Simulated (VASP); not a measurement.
# Ir (P6_3/mmc) in VASP: notebook

The runs below take Ir through single point, with PBEsol.

All numbers are computed with VASP 6.6.1; they aren't measurements. Logs are shortened: lines on timing, memory, paths and dates and some standing lists are left out, and cuts for length are marked.

**1. The cell of the first run**

It takes space group P6_3/mmc (No. 194, hexagonal). Conventional cell: a = 2.719 Å, b = 2.719 Å, c = 4.408 Å, α = 90.00°, β = 90.00°, γ = 120.00°. Within 3.6 Å of Ir (site symmetry -6m2) lie 12 Ir at 2.71 to 2.72 Å.

This isn't the form of Ir at room conditions, which is fcc.

**2. Single point, PBEsol, collinear spin (14.11 Å³/atom)**

Input file INCAR:

```
PREC     = Accurate       # precision mode
ENCUT    = 520            # plane-wave cutoff, eV
EDIFF    = 1E-6           # SCF threshold, eV
ISMEAR   = 0              # smearing method
SIGMA    = 0.15           # smearing width, eV
LREAL    = F              # projectors in reciprocal space
LASPH    = T              # aspherical terms in the spheres
NELM     = 150            # most SCF steps
ALGO     = Normal         # electronic algorithm
ISIF     = 2              # what is computed and relaxed
LWAVE    = F              # write WAVECAR
LCHARG   = T              # write CHGCAR
ISPIN    = 2              # spin polarisation
MAGMOM   = 0.5 0.5        # initial moments
LORBIT   = 11             # projections on sites
NUPDOWN  = 1.0            # fixed moment
LMAXMIX  = 4              # l up to which the mixer works
GGA      = PS             # functional
LELF     = T              # ELF
LVHAR    = T            
NBANDS   = 20             # bands
```

Input file KPOINTS:

```
regular mesh
0
Gamma
  21 21 12
```

Input file POSCAR:

```
Ir
1.0
    2.7188340441      0.0000000000      0.0000000000
   -1.3594170221      2.3545793509      0.0000000000
    0.0000000000      0.0000000000      4.4080676386
Ir
2
Direct
    0.6666666667      0.3333333333      0.7500000000
    0.3333333333      0.6666666667      0.2500000000
```

Potentials or basis: VASP PAW PBE potentials, release 64 (Ir).

The run is started by

```sh
$ cat potpaw_PBE.64/Ir/POTCAR > POTCAR
$ mpirun -np 1 vasp_std > vasp.out
```

OUTCAR:

```text
PREC = Accurate
   ENCUT = 520
   EDIFF = 1E-6
   ISMEAR = 0
   LREAL = F
   LASPH = T
   NELM = 150
   ISIF = 2
   ISPIN = 2
   LORBIT = 11
   NUPDOWN = 1.0
   GGA = PS

 ion  position               nearest neighbor table
   1  0.667  0.333  0.750-   2 2.71   2 2.71   2 2.71   2 2.71   2 2.71   2 2.71
   2  0.333  0.667  0.250-   1 2.71   1 2.71   1 2.71   1 2.71   1 2.71   1 2.71

  LATTYP: Found a hexagonal cell.
 ALAT       =     2.7188340441
 C/A-ratio  =     1.6213080928

  Lattice vectors:

 A1 = (   2.7188340441,   0.0000000000,   0.0000000000)
 A2 = (  -1.3594170221,   2.3545793509,   0.0000000000)
 A3 = (   0.0000000000,   0.0000000000,   4.4080676386)

Analysis of symmetry for initial positions (statically):
=====================================================================
 Subroutine PRICEL returns:
 Original cell was already a primitive cell.

 Routine SETGRP: Setting up the symmetry group for a
 hexagonal supercell.

 Subroutine GETGRP returns: Found 24 space group operations
 (whereof 12 operations were pure point group operations)
 out of a pool of 24 trial point group operations.

The static configuration has the point symmetry D_3d.
 The point group associated with its full space group is D_6h.

Analysis of symmetry for dynamics (positions and initial velocities):
=====================================================================
 Subroutine PRICEL returns:
 Original cell was already a primitive cell.

 Routine SETGRP: Setting up the symmetry group for a
 hexagonal supercell.

 Subroutine GETGRP returns: Found 24 space group operations
 (whereof 12 operations were pure point group operations)
 out of a pool of 24 trial point group operations.

The dynamic configuration has the point symmetry D_3d.
 The point group associated with its full space group is D_6h.

Analysis of structural, dynamic, and magnetic symmetry:
=====================================================================
 Subroutine PRICEL returns:
 Original cell was already a primitive cell.

 Routine SETGRP: Setting up the symmetry group for a
 hexagonal supercell.

 Subroutine GETGRP returns: Found 24 space group operations
 (whereof 12 operations were pure point group operations)
 out of a pool of 24 trial point group operations.

The overall configuration has the point symmetry D_3d.
 The point group associated with its full space group is D_6h.

 Subroutine INISYM returns: Found 24 space group operations
 (whereof 12 operations are pure point group operations),
 and found     1 'primitive' translations

----------------------------------------------------------------------------------------

                                     Primitive cell

  volume of cell :      28.2192

  direct lattice vectors                    reciprocal lattice vectors
     2.718834044  0.000000000  0.000000000     0.367804722  0.212352155  0.000000000
    -1.359417022  2.354579351  0.000000000     0.000000000  0.424704311  0.000000000
     0.000000000  0.000000000  4.408067639     0.000000000  0.000000000  0.226856773

  length of vectors
     2.718834044  2.718834044  4.408067639     0.424704311  0.424704311  0.226856773

  position of ions in fractional coordinates (direct lattice)
     0.666666667  0.333333333  0.750000000
     0.333333333  0.666666667  0.250000000

  ion indices of the primitive-cell ions
   primitive index   ion index
                 1           1
                 2           2

----------------------------------------------------------------------------------------

 KPOINTS: regular mesh

Automatic generation of k-mesh.
 Grid dimensions read from file:
 generate k-points for:   21   21   12

 Generating k-lattice:

  Cartesian coordinates                     Fractional coordinates (reciprocal lattice)
     0.017514511  0.010112007  0.000000000     0.047619048  0.000000000  0.000000000
     0.000000000  0.020224015  0.000000000     0.000000000  0.047619048  0.000000000
     0.000000000  0.000000000  0.018904731     0.000000000  0.000000000  0.083333333

  Length of vectors
     0.020224015  0.020224015  0.018904731

  Shift w.r.t. Gamma in fractional coordinates (k-lattice)
     0.000000000  0.000000000  0.000000000

 Subroutine IBZKPT returns following result:
 ===========================================

 Found    336 irreducible k-points:

 Following reciprocal coordinates:
            Coordinates               Weight
  0.000000  0.000000  0.000000      1.000000
  0.047619 -0.000000  0.000000      6.000000
  0.095238  0.000000  0.000000      6.000000
  0.142857  0.000000  0.000000      6.000000
  0.190476  0.000000  0.000000      6.000000
  0.238095  0.000000  0.000000      6.000000
[... 16 lines left out ...]
  0.142857  0.095238  0.000000     12.000000
  0.190476  0.095238  0.000000     12.000000
 [... further k-points ...]
   k-points           NKPTS =    336   k-points in BZ     NKDIM =    336   number of bands    NBANDS=     20
   number of dos      NEDOS =    301   number of ions     NIONS =      2
   total plane-waves  NPLWV =  14400
   dimension x,y,z NGX =    20 NGY =   20 NGZ =   36
   dimension x,y,z NGXF=    40 NGYF=   40 NGZF=   72
   ions per type =               2
   NGX,Y,Z   is equivalent  to a cutoff of  12.23, 12.23, 13.58 a.u.
   NGXF,Y,Z  is equivalent  to a cutoff of  24.46, 24.46, 27.15 a.u.
 SYSTEM =  unknown system
   PREC   = accura    normal or accurate (medium, high low for compatibility)
   ISTART =      0    job   : 0-new  1-cont  2-samecut
   ICHARG =      2    charge: 1-file 2-atom 10-const
   ISPIN  =      2    spin polarized calculation?
   LNONCOLLINEAR =      F non collinear calculations
   LSORBIT =      F    spin-orbit coupling
   LASPH  =      T    aspherical Exc in radial PAW
   ENCUT  =  520.0 eV  38.22 Ry    6.18 a.u.   5.06  5.06  8.20*2*pi/ulx,y,z
   NELM   =    150;   NELMIN=  2; NELMDL= -5     # of ELM steps
   EDIFF  = 0.1E-05   stopping-criterion for ELM
   LREAL  =      F    real-space projection
   EDIFFG = 0.1E-04   stopping-criterion for IOM
   NSW    =      0    number of steps for IOM
   IBRION =     -1    ionic relax: 0-MD 1-quasi-New 2-CG
   NFREE  =      0    steps in history (QN), initial steepest desc. (CG)
   ISIF   =      2    stress and relaxation
   ISYM   =      2    0-nonsym 1-usesym 2-fastsym
   POTIM  = 0.5000    time-step for ionic-motion
   TEBEG  =    0.0;   TEEND  =   0.0 temperature during run
   PSTRESS=    0.0 pullay stress
   NELECT =      18.0000    total number of electrons
   NUPDOWN=       1.0000    fix difference up-down
   EMIN   =  10.00;   EMAX   =-10.00  energy-range for DOS
   EFERMI =   0.00;   METHOD = LEGACY
   ISMEAR =     0;   SIGMA  =   0.15  broadening in eV -4-tet -1-fermi 0-gaus
   EFERMI_NEDOS =   21; number of points for ismear=-14 and -15
   IALGO  =     38    algorithm
   IMIX   =      4    mixing-type and parameters
     AMIX     =   0.40;   BMIX     =  1.00
     AMIX_MAG =   1.60;   BMIX_MAG =  1.00
  volume/ion in A,a.u.               =      14.11        95.22
  Fermi-wavevector in a.u.,A,eV,Ry     =   1.409238  2.663073 27.020501  1.985951
  Thomas-Fermi vector in A             =   2.531314
   LORBIT       =     11    0 simple, 1 ext, 2 COOP (PROOUT), +10 PAW based schemes
   GGA     = PS    functional components
   LHFCALC =     F    Hartree Fock is set to
   AEXX    =    0.0000 exact exchange contribution
   IVDW    =     0    specifies the selected vdW correction
   LEPSILON=     F    determine dielectric tensor
   LRPA    =     F    only Hartree local field effects (RPA)
 spin polarized calculation
 Gauss-broadening in eV      SIGMA  =   0.15
  energy-cutoff  :      520.00
  volume of cell :       28.22
 maximum number of plane-waves:       780
   NGX = 11   NGY = 11   NGZ = 17

 number of electron      18.0000000 magnetization       1.0000000

 Free energy of the ion-electron system (eV)
  ---------------------------------------------------
  ext. energy  EPLUGINS =         0.00000000
  ---------------------------------------------------
  free energy    TOTEN  =       -19.36463439 eV

  energy without entropy =      -19.33708898  energy(sigma->0) =      -19.35086169

 E-fermi :  10.1077     XC(G=0): -14.1140

 val. band max:       10.6326532250   @ k =   0.3333   0.0476   0.0000
 cond. band min:      10.1088451908   @ k =   0.4762   0.0476   0.3333
 fundamental gap:     -0.5238080341
 Fermi energy:        10.6329545904

 spin component 1

 k-point     1 :       0.0000    0.0000    0.0000
  band No.  band energies     occupation
      1      -0.9888      1.00000
      2       2.0398      1.00000
      3       6.2806      1.00000
      4       6.3825      1.00000
      5       6.3825      1.00000
      6       7.0469      1.00000
[... 12 lines left out ...]
     19      33.0284      0.00000
     20      33.0284      0.00000

 k-point     2 :       0.0476   -0.0000    0.0000
  band No.  band energies     occupation
      1      -0.8991      1.00000
      2       2.1204      1.00000
      3       6.0869      1.00000
      4       6.4580      1.00000
      5       6.5570      1.00000
      6       6.9963      1.00000
[... 12 lines left out ...]
     19      31.7949      0.00000
     20      33.1324      0.00000
[... 465 lines left out ...]
      3       5.0747      1.00000
      4       5.7278      1.00000
      5       6.3990      1.00000
      6       6.7565      1.00000
[... 12 lines left out ...]
     19      30.7130      0.00000
     20      34.2914      0.00000

 k-point    24 :       0.1905    0.0952    0.0000
  band No.  band energies     occupation
      1       1.1957      1.00000
      2       3.5297      1.00000
      3       4.9529      1.00000
      4       5.0949      1.00000
      5       6.2946      1.00000
      6       6.5129      1.00000
[... 12 lines left out ...]
     19      31.3357      0.00000
     20      33.3247      0.00000

 [... further k-points ...]

 spin component 2

 k-point     1 :       0.0000    0.0000    0.0000
  band No.  band energies     occupation
      1      -0.8650      1.00000
      2       2.2569      1.00000
      3       6.5966      1.00000
      4       6.6864      1.00000
      5       6.6864      1.00000
      6       7.3599      1.00000
[... 12 lines left out ...]
     19      33.1584      0.00000
     20      33.1585      0.00000

 k-point     2 :       0.0476   -0.0000    0.0000
  band No.  band energies     occupation
      1      -0.7753      1.00000
      2       2.3380      1.00000
      3       6.3924      1.00000
      4       6.7623      1.00000
      5       6.8698      1.00000
      6       7.3078      1.00000
[... 12 lines left out ...]
     19      31.8950      0.00000
     20      33.2625      0.00000
[... 465 lines left out ...]
      3       5.3507      1.00000
      4       5.9803      1.00000
      5       6.6905      1.00000
      6       7.0769      1.00000
[... 12 lines left out ...]
     19      30.8289      0.00000
     20      34.4486      0.00000

 k-point    24 :       0.1905    0.0952    0.0000
  band No.  band energies     occupation
      1       1.3271      1.00000
      2       3.7694      1.00000
      3       5.2158      1.00000
      4       5.3484      1.00000
      5       6.5802      1.00000
      6       6.8283      1.00000
[... 12 lines left out ...]
     19      31.4668      0.00000
     20      33.4960      0.00000

 [... further k-points ...]

------------------------ aborting loop because EDIFF is reached ----------------------------------------

  FORCE on cell =-STRESS in cart. coord.  units (eV):
  Direction    XX          YY          ZZ          XY          YZ          ZX
  --------------------------------------------------------------------------------------
  -------------------------------------------------------------------------------------
  Total        0.6181970      0.6181970      0.5284439     -0.0000000      0.0000000      0.0000000
  in kB       35.0988769     35.0988769     30.0030362     -0.0000000      0.0000000      0.0000000
  external PRESSURE =      33.4002634 kB  Pullay stress =       0.0000000 kB

 VOLUME and BASIS-vectors are now :
 -----------------------------------------------------------------------------
  energy-cutoff  :      520.00
  volume of cell :       28.22
      direct lattice vectors                 reciprocal lattice vectors
     2.718834044  0.000000000  0.000000000     0.367804722  0.212352155  0.000000000
    -1.359417022  2.354579351  0.000000000     0.000000000  0.424704311  0.000000000
     0.000000000  0.000000000  4.408067639     0.000000000  0.000000000  0.226856773

 POSITION                                       TOTAL-FORCE (eV/Angst)
 -----------------------------------------------------------------------------------
      1.35942      0.78486      3.30605        -0.000000      0.000000      0.000000
     -0.00000      1.56972      1.10202         0.000000     -0.000000      0.000000
 -----------------------------------------------------------------------------------
    total drift:                               -0.000000      0.000000     -0.000000

  FREE ENERGIE OF THE ION-ELECTRON SYSTEM (eV)
  ---------------------------------------------------
  free  energy   TOTEN  =       -19.3646343940 eV

  energy  without entropy=      -19.3370889841  energy(sigma->0) =      -19.35086169

 total charge

# of ion       s       p       d       tot
------------------------------------------
    1        0.670   0.748   6.982   8.399
    2        0.670   0.748   6.982   8.399
--------------------------------------------------
tot          1.339   1.495  13.964  16.798

 magnetization (x)

# of ion       s       p       d       tot
------------------------------------------
    1        0.002   0.003   0.482   0.488
    2        0.002   0.003   0.482   0.488
--------------------------------------------------
tot          0.005   0.006   0.965   0.975
```

Run time: 2.8 min. Hardware: 1 thread of AMD EPYC 9R45 (Zen 5), shared host; peak memory 0.33 GiB.

What came out:

| Quantity | Value |
| --- | --- |
| Free energy | -19.3646 eV |
| Pressure | 3.3 GPa |
| Net moment | 1.00 μB per cell |
| Site moments | Ir +0.49 μB |
| Valence electrons inside the program's atomic spheres | Ir 8.40 |

Caveat: the cell stands under pressure; the PAW data sets were made with another functional, which shifts forces and pressure a little; spin-orbit coupling is left out, which moves the levels of the heavy elements; the total moment is fixed, so each spin has its own Fermi level.

**3. Single point, PBEsol, collinear spin (16.65 Å³/atom)**

This run uses another cell than the first one, of 16.65 Å³/atom.

Input file INCAR:

```
PREC = Accurate ; ENCUT = 520
EDIFF = 1E-6 ; ISMEAR = 0
SIGMA = 0.15 ; LREAL = F
LASPH = T ; NELM = 150
ALGO = Normal ; ISIF = 2
LWAVE = F ; LCHARG = F
ISPIN = 2 ; MAGMOM = 0.4 0.4
LORBIT = 11 ; NUPDOWN = 0.8
LMAXMIX = 4 ; GGA = PS
NBANDS = 20
```

Input file KPOINTS:

```
Automatic mesh
0
Gamma
  21 21 12
```

Input file POSCAR:

```
Ir
1.0
    2.8730332727      0.0000000000      0.0000000000
   -1.4365166364      2.4881198000      0.0000000000
    0.0000000000      0.0000000000      4.6580720957
Ir
2
Direct
    0.6666666667      0.3333333333      0.7500000000
    0.3333333333      0.6666666667      0.2500000000
```

Potentials or basis: VASP PAW PBE potentials, release 64 (Ir).

The run is started by

```sh
$ cat potpaw_PBE.64/Ir/POTCAR > POTCAR
$ mpirun -np 1 vasp_std > vasp.out
```

Run time: 2.1 min. Hardware: 1 thread of Intel Xeon 6975P-C (Granite Rapids), shared host; peak memory 0.4 GiB.

It converged, with:

```yaml
Free_energy: -18.6909 eV
Pressure: -40.2 GPa
Net_moment: 0.80 μB per cell
Site_moments: Ir +0.39 μB
Valence_electrons_inside_the_program's_atomic_spheres: Ir 7.91
```

Stress tensor (GPa, compression positive):
```
-39.77   0.00   0.00
  0.00 -39.77   0.00
  0.00   0.00 -40.96
```

Caveat: the cell stands under tension; the PAW data sets were made with another functional, which shifts forces and pressure a little; spin-orbit coupling is left out, which moves the levels of the heavy elements; the total moment is fixed, so each spin has its own Fermi level.

**4. Single point, PBEsol, collinear spin (14.11 Å³/atom)**

Input file INCAR:

```
ALGO     = Normal         # electronic algorithm
EDIFF    = 1E-6           # SCF threshold, eV
ENCUT    = 520            # plane-wave cutoff, eV
GGA      = PS             # functional
ISIF     = 2              # what is computed and relaxed
ISMEAR   = 0              # smearing method
ISPIN    = 2              # spin polarisation
LASPH    = True           # aspherical terms in the spheres
LCHARG   = True           # write CHGCAR
LELF     = True           # ELF
LMAXMIX  = 4              # l up to which the mixer works
LORBIT   = 11             # projections on sites
LREAL    = False          # projectors in reciprocal space
LVHAR    = True         
LWAVE    = False          # write WAVECAR
MAGMOM   = 0.3 0.3        # initial moments
NBANDS   = 20             # bands
NELM     = 150            # most SCF steps
NUPDOWN  = 0.6            # fixed moment
PREC     = Accurate       # precision mode
SIGMA    = 0.15           # smearing width, eV
```

Input file KPOINTS:

```
k-points
0
Gamma
  21 21 12
```

Input file POSCAR:

```
Ir
1.0
    2.7188340441      0.0000000000      0.0000000000
   -1.3594170221      2.3545793509      0.0000000000
    0.0000000000      0.0000000000      4.4080676386
Ir
2
Direct
    0.6666666667      0.3333333333      0.7500000000
    0.3333333333      0.6666666667      0.2500000000
```

The run is started by

```sh
$ cat potpaw_PBE.64/Ir/POTCAR > POTCAR
$ mpirun -np 1 vasp_std > vasp.out
```

Run time: 1.9 min. Hardware: 1 thread of Intel Xeon 6975P-C (Granite Rapids), shared host; peak memory 0.36 GiB.

It converged, with:

```
Free energy                                           : -19.4487 eV
Pressure                                              : 1.9 GPa
Net moment                                            : 0.60 μB per cell
Site moments                                          : Ir +0.29 μB
Valence electrons inside the program's atomic spheres : Ir 8.40
```

Stress tensor (GPa, compression positive):
```
2.08 0.00 0.00
0.00 2.08 0.00
0.00 0.00 1.67
```

Caveat: the PAW data sets were made with another functional, which shifts forces and pressure a little; spin-orbit coupling is left out, which moves the levels of the heavy elements; the total moment is fixed, so each spin has its own Fermi level.

**5. Summary**

| fixed moment (μB) | cell | pressure (GPa) | moment (μB) |
| --- | --- | --- | --- |
| 1.0 | a = 2.719, b = 2.719, c = 4.408 Å, angles 90.0, 90.0, 120.0°, 2 atoms | 3.3 | 1.00 |
| 0.8 | a = 2.873, b = 2.873, c = 4.658 Å, angles 90.0, 90.0, 120.0°, 2 atoms | -40.2 | 0.80 |
| 0.6 | a = 2.719, b = 2.719, c = 4.408 Å, angles 90.0, 90.0, 120.0°, 2 atoms | 1.9 | 0.60 |

Alike in all rows: task single point; level PBEsol; potentials or basis VASP PAW PBE potentials, release 64 (Ir); spin collinear; k mesh 21 × 21 × 12; cutoff (eV) 520; smearing gaussian 0.15 eV.

Caveats: the PAW data sets were made with another functional, which shifts forces and pressure a little; spin-orbit coupling is left out, which moves the levels of the heavy elements; the total moment is fixed, so each spin has its own Fermi level; the cell stands under pressure (at least some runs); the cell stands under tension (at least some runs).

Total energies depend on the potentials used, so only differences within one code and one set of settings carry meaning.
